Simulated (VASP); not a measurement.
# Ga3Se (Pm-3m) in VASP: a series of runs, part 2 of 2

VASP 6.6.1.

## Step 5: Single point, PBE

This run uses another cell than the first one, of 21.42 Å³/atom.

Contents of INCAR:

```
PREC = Accurate ; ENCUT = 520
EDIFF = 1E-6 ; ISMEAR = 0
SIGMA = 0.1 ; LREAL = False
LASPH = True ; NELM = 60
ALGO = Normal ; ISIF = 2
LWAVE = False ; LCHARG = False
GGA = PE ; NBANDS = 30
```

Contents of KPOINTS:

```
Automatic mesh
0
Gamma
  10 10 10
```

Contents of POSCAR:

```
Ga3Se
1.0
    4.4083880079      0.0000000000      0.0000000000
    0.0000000000      4.4083880079      0.0000000000
    0.0000000000      0.0000000000      4.4083880079
Ga Se
3 1
Direct
    0.5000000000      0.0000000000      0.0000000000
    0.0000000000      0.5000000000      0.0000000000
    0.0000000000      0.0000000000      0.5000000000
    0.5000000000      0.5000000000      0.5000000000
```

Command:

```
cat potpaw_PBE.64/Ga_d/POTCAR potpaw_PBE.64/Se/POTCAR > POTCAR
mpirun -np 1 vasp_std > vasp.out
```

It took 2.6 min on 1 thread of Intel Xeon 8259CL, shared host; peak memory 0.28 GiB.

The run converged. Its results:

```
Free energy            : -12.4198 eV
Pressure               : 0.2 GPa
Band gap on the k mesh : zero (an odd number of electrons rules out a gap without spin polarisation)
```

Levels at points of the mesh, in eV from the Fermi level:
```
           k point  band 19  band 20  band 21  band 22  band 23  band 24  band 25  band 26
(0.00, 0.00, 0.00)    -3.79    -3.79    -2.81    -2.81     1.63     1.63     1.63     4.46
(0.50, 0.00, 0.00)    -2.84    -2.84    -2.10    -1.06    -0.27    -0.27     1.16     4.08
(0.50, 0.50, 0.00)    -6.44    -2.20    -0.79    -0.68    -0.68     1.41     1.67     1.67
(0.50, 0.50, 0.50)    -5.07    -4.95    -4.95    -4.95    -3.54     4.04     4.04     4.04
```

## Step 6: Relaxation of cell and atoms, PBE

Contents of INCAR:

```
ALGO = Normal
EDIFF = 1E-6
EDIFFG = -0.01
ENCUT = 600
GGA = PE
IBRION = 2
ISIF = 3
ISMEAR = 0
LASPH = T
LCHARG = F
LREAL = F
LWAVE = F
NELM = 80
NSW = 100
PREC = Accurate
SIGMA = 0.1
```

Contents of KPOINTS:

```
k-points
0
Gamma
  10 10 10
```

Contents of POSCAR:

```
Ga3Se
1.0
    4.4387639942      0.0000000000      0.0000000000
    0.0000000000      4.4387639942      0.0000000000
    0.0000000000      0.0000000000      4.4387639942
Ga Se
3 1
Direct
    0.5000000000      0.0000000000      0.0000000000
    0.0000000000      0.5000000000      0.0000000000
    0.0000000000      0.0000000000      0.5000000000
    0.5000000000      0.5000000000      0.5000000000
```

Potentials or basis: VASP PAW PBE potentials, release 64 (Ga_d, Se).

Command:

```
cat potpaw_PBE.64/Ga_d/POTCAR potpaw_PBE.64/Se/POTCAR > POTCAR
mpirun -np 1 vasp_std > vasp.out
```

OUTCAR:

```text
EDIFF = 1E-6
   EDIFFG = -0.01
   ENCUT = 600
   GGA = PE
   IBRION = 2
   ISIF = 3
   ISMEAR = 0
   LASPH = T
   LREAL = F
   NELM = 80
   NSW = 100
   PREC = Accurate

 ion  position               nearest neighbor table
   1  0.500  0.000  0.000-
   2  0.000  0.500  0.000-
   3  0.000  0.000  0.500-
   4  0.500  0.500  0.500-

  LATTYP: Found a simple cubic cell.
 ALAT       =     4.4387639942

  Lattice vectors:

 A1 = (   4.4387639942,   0.0000000000,   0.0000000000)
 A2 = (   0.0000000000,   4.4387639942,   0.0000000000)
 A3 = (   0.0000000000,   0.0000000000,   4.4387639942)

Analysis of symmetry for initial positions (statically):
=====================================================================
 Subroutine PRICEL returns:
 Original cell was already a primitive cell.

 Routine SETGRP: Setting up the symmetry group for a
 simple cubic supercell.

 Subroutine GETGRP returns: Found 48 space group operations
 (whereof 48 operations were pure point group operations)
 out of a pool of 48 trial point group operations.

The static configuration has the point symmetry O_h .

Analysis of symmetry for dynamics (positions and initial velocities):
=====================================================================
 Subroutine PRICEL returns:
 Original cell was already a primitive cell.

 Routine SETGRP: Setting up the symmetry group for a
 simple cubic supercell.

 Subroutine GETGRP returns: Found 48 space group operations
 (whereof 48 operations were pure point group operations)
 out of a pool of 48 trial point group operations.

The dynamic configuration has the point symmetry O_h .

 Subroutine INISYM returns: Found 48 space group operations
 (whereof 48 operations are pure point group operations),
 and found     1 'primitive' translations

----------------------------------------------------------------------------------------

                                     Primitive cell

  volume of cell :      87.4553

  direct lattice vectors                    reciprocal lattice vectors
     4.438763994  0.000000000  0.000000000     0.225287941  0.000000000  0.000000000
[... 96 lines left out ...]
   ISIF   =      3    stress and relaxation
   ISYM   =      2    0-nonsym 1-usesym 2-fastsym
   POTIM  = 0.5000    time-step for ionic-motion
   TEBEG  =    0.0;   TEEND  =   0.0 temperature during run
   PSTRESS=    0.0 pullay stress
   NELECT =      45.0000    total number of electrons
   NUPDOWN=      -1.0000    fix difference up-down
   EMIN   =  10.00;   EMAX   =-10.00  energy-range for DOS
   EFERMI =   0.00;   METHOD = LEGACY
   ISMEAR =     0;   SIGMA  =   0.10  broadening in eV -4-tet -1-fermi 0-gaus
   EFERMI_NEDOS =   21; number of points for ismear=-14 and -15
   IALGO  =     38    algorithm
   IMIX   =      4    mixing-type and parameters
     AMIX     =   0.40;   BMIX     =  1.00
     AMIX_MAG =   1.60;   BMIX_MAG =  1.00
  volume/ion in A,a.u.               =      21.86       147.54
  Fermi-wavevector in a.u.,A,eV,Ry     =   1.311848  2.479034 23.414891  1.720946
  Thomas-Fermi vector in A             =   2.442281
   LORBIT       =      0    0 simple, 1 ext, 2 COOP (PROOUT), +10 PAW based schemes
   GGA     = PE    functional components
   LHFCALC =     F    Hartree Fock is set to
   AEXX    =    0.0000 exact exchange contribution
   IVDW    =     0    specifies the selected vdW correction
   LEPSILON=     F    determine dielectric tensor
   LRPA    =     F    only Hartree local field effects (RPA)
 conjugate gradient relaxation of ions
 non-spin polarized calculation
 Gauss-broadening in eV      SIGMA  =   0.10
  energy-cutoff  :      600.00
  volume of cell :       87.46
 maximum number of plane-waves:      2968
 NGX is ok and might be reduce to    36
   NGX = 17   NGY = 17   NGZ = 17

--------------------------------------- Ionic step        1  -------------------------------------------

 number of electron      44.9999945 magnetization

 Free energy of the ion-electron system (eV)
  ---------------------------------------------------
  ext. energy  EPLUGINS =         0.00000000
  ---------------------------------------------------
  free energy    TOTEN  =       -12.41583138 eV

  energy without entropy =      -12.40419234  energy(sigma->0) =      -12.41001186

 E-fermi :   4.5858     XC(G=0): -10.2481

 val. band max:        4.5761608305   @ k =   0.4000   0.0000   0.0000
 cond. band min:       4.6079663485   @ k =   0.2000   0.1000   0.1000
 fundamental gap:      0.0318055180
 Fermi energy:         4.5858067890

 k-point     1 :       0.0000    0.0000    0.0000
  band No.  band energies     occupation
      1     -10.4466      2.00000
      2     -10.4277      2.00000
      3     -10.4277      2.00000
      4     -10.4277      2.00000
      5     -10.3781      2.00000
      6     -10.3781      2.00000
[... 862 lines left out ...]
--------------------------------------- Ionic step        5  -------------------------------------------

 number of electron      44.9999952 magnetization

 Free energy of the ion-electron system (eV)
  ---------------------------------------------------
  ext. energy  EPLUGINS =         0.00000000
  ---------------------------------------------------
  free energy    TOTEN  =       -12.41986739 eV

  energy without entropy =      -12.40774595  energy(sigma->0) =      -12.41380667

 E-fermi :   4.7591     XC(G=0): -10.3412

 val. band max:        4.7438313439   @ k =   0.4000   0.3000   0.1000
 cond. band min:       4.7736087058   @ k =   0.2000   0.1000   0.1000
 fundamental gap:      0.0297773619
 Fermi energy:         4.7590732187

 k-point     1 :       0.0000    0.0000    0.0000
  band No.  band energies     occupation
      1     -10.2853      2.00000
      2     -10.2608      2.00000
      3     -10.2608      2.00000
      4     -10.2608      2.00000
      5     -10.2089      2.00000
      6     -10.2089      2.00000
[... 742 lines left out ...]
  FREE ENERGIE OF THE ION-ELECTRON SYSTEM (eV)
  ---------------------------------------------------
  free  energy   TOTEN  =       -12.4198673916 eV

  energy  without entropy=      -12.4077459537  energy(sigma->0) =      -12.41380667

 reached required accuracy - stopping structural energy minimisation
```

CONTCAR:

```text
Ga3Se
   1.00000000000000
     4.4098733603001534    0.0000000000000000    0.0000000000000000
    -0.0000000000000000    4.4098733603001534    0.0000000000000000
    -0.0000000000000000   -0.0000000000000000    4.4098733603001534
  Ga              Se
     3     1
Direct
     0.5000000000000000    0.0000000000000000    0.0000000000000000
     0.0000000000000000    0.5000000000000000    0.0000000000000000
     0.0000000000000000    0.0000000000000000    0.5000000000000000
     0.5000000000000000    0.5000000000000000    0.5000000000000000

  0.00000000E+00  0.00000000E+00  0.00000000E+00
  0.00000000E+00  0.00000000E+00  0.00000000E+00
  0.00000000E+00  0.00000000E+00  0.00000000E+00
  0.00000000E+00  0.00000000E+00  0.00000000E+00
```

It took 10 min on 1 thread of Intel Xeon 8259CL, shared host; peak memory 0.31 GiB.

Results:

```
Free energy                           : -12.4199 eV
Relaxed volume                        : 21.44 Å³/atom
Relaxed cell                          : a = 4.410 Å, b = 4.410 Å, c = 4.410 Å, α = 90.00°, β = 90.00°, γ = 90.00°
Space group after relaxing (to 0.1 Å) : Pm-3m (No. 221)
Energy gained by relaxing             : 1.0 meV/atom
Ionic steps                           : 5
Pressure after relaxing               : 0.0 GPa
Band gap on the k mesh                : zero (an odd number of electrons rules out a gap without spin polarisation)
```

Step by step:
```csv
step,energy change (eV),largest force (eV/Å),pressure (GPa),volume (Å³)
1,0.0000,0.0000,-0.68,87.46
2,-0.0036,0.0000,-0.22,86.28
3,-0.0040,0.0000,-0.09,85.96
4,-0.0038,0.0000,0.20,85.33
5,-0.0040,0.0000,-0.03,85.76
```

Final structure:
```xyz
4
Lattice="4.4099 0.0000 0.0000 0.0000 4.4099 0.0000 0.0000 0.0000 4.4099" Properties=species:S:1:pos:R:3 pbc="T T T"
Ga    2.2049    0.0000    0.0000
Ga    0.0000    2.2049    0.0000
Ga    0.0000    0.0000    2.2049
Se    2.2049    2.2049    2.2049
```

Levels at points of the mesh, in eV from the Fermi level:
| k point | band 19 | band 20 | band 21 | band 22 | band 23 | band 24 | band 25 | band 26 |
| --- | --- | --- | --- | --- | --- | --- | --- | --- |
| (0.00, 0.00, 0.00) | -3.79 | -3.79 | -2.81 | -2.81 | 1.63 | 1.63 | 1.63 | 4.46 |
| (0.50, 0.00, 0.00) | -2.84 | -2.84 | -2.10 | -1.06 | -0.27 | -0.27 | 1.17 | 4.07 |
| (0.50, 0.50, 0.00) | -6.43 | -2.20 | -0.79 | -0.68 | -0.68 | 1.41 | 1.67 | 1.67 |
| (0.50, 0.50, 0.50) | -5.07 | -4.94 | -4.94 | -4.94 | -3.53 | 4.04 | 4.04 | 4.04 |

## Step 7: The runs side by side

```tsv
task	cell	k mesh	cutoff (eV)	gap on the mesh (eV)	pressure (GPa)	relaxed volume (Å³/atom)
single point	a = 4.439 Å, 4 atoms	4 × 4 × 4	520	none	-0.3	-
single point	a = 4.523 Å, 4 atoms	4 × 4 × 4	520	none	-2.2	-
relaxation of cell and atoms	relaxed from a = 4.523 Å, 4 atoms	4 × 4 × 4	600	none	0.0	21.71
single point	a = 4.408 Å, 4 atoms	10 × 10 × 10	520	none	0.2	-
relaxation of cell and atoms	relaxed from a = 4.439 Å, 4 atoms	10 × 10 × 10	600	none	0.0	21.44
```

Alike in all rows: level PBE; potentials or basis VASP PAW PBE potentials, release 64 (Ga_d, Se); no spin polarisation; smearing gaussian 0.1 eV.

Absolute energies hang on the potentials; compare differences alone.

The gap in the log of VASP goes by the Fermi energy; the results here count the filled bands.